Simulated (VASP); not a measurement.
Here is a VASP 6.6.1 calculation.

File POSCAR:

```
NaSrI3
1.0
    6.6535963080      0.0000000000      0.0000000000
    0.0000000000      6.3976887577      0.0000000000
    0.0000000000      0.0000000000      6.3976887577
Na Sr I
1 1 3
Direct
    0.0000000000      0.0000000000      0.0000000000
    0.5000000000      0.5000000000      0.5000000000
    0.5000000000      0.5000000000      0.0000000000
    0.5000000000      0.0000000000      0.5000000000
    0.0000000000      0.5000000000      0.5000000000
```

Contents of INCAR.step1:

```
PREC = Accurate
ENCUT = 520
EDIFF = 1E-5
ISMEAR = 0
SIGMA = 0.01
LREAL = False
LASPH = True
NELM = 100
ALGO = Normal
ISIF = 2
LWAVE = True
LCHARG = False
NBANDS = 27
GGA = PE
```

INCAR.step2

```
PREC = Accurate
ENCUT = 520
EDIFF = 1E-6
ISMEAR = 0
SIGMA = 0.01
LREAL = False
LASPH = True
NELM = 100
ALGO = Normal
ISIF = 2
LWAVE = False
LCHARG = False
GGA = PE
LHFCALC = True
HFSCREEN = 0.2079
PRECFOCK = Fast
NBANDS = 27
ISTART = 1
```

Contents of KPOINTS:

```
regular mesh
0
Gamma
  2 2 2
```

Potentials or basis: VASP PAW PBE potentials, release 64 (Na_pv, Sr_sv, I).

Command:

```bash
$ cat potpaw_PBE.64/Na_pv/POTCAR potpaw_PBE.64/Sr_sv/POTCAR potpaw_PBE.64/I/POTCAR > POTCAR
$ cp INCAR.step1 INCAR
$ mpirun -np 1 vasp_std > vasp.out
$ cp INCAR.step2 INCAR
$ mpirun -np 1 vasp_std > vasp.out
```

Predict the pressure.

-0.3 GPa.

Estimate the band gap on the k mesh.

3.29 eV (least direct gap 3.62 eV).

Stress tensor (GPa, compression positive):
```
-0.92  0.00  0.00
 0.00  0.02  0.00
 0.00  0.00  0.02
```

Caveat: the k points lie up to 0.49 Å⁻¹ apart; the cell differs from its parent crystal (uniaxial x strain +4.0%); the PAW data sets were made with another functional, which shifts forces and pressure a little; spin-orbit coupling is left out, which moves the levels of the heavy elements. A k mesh can miss the band edges.
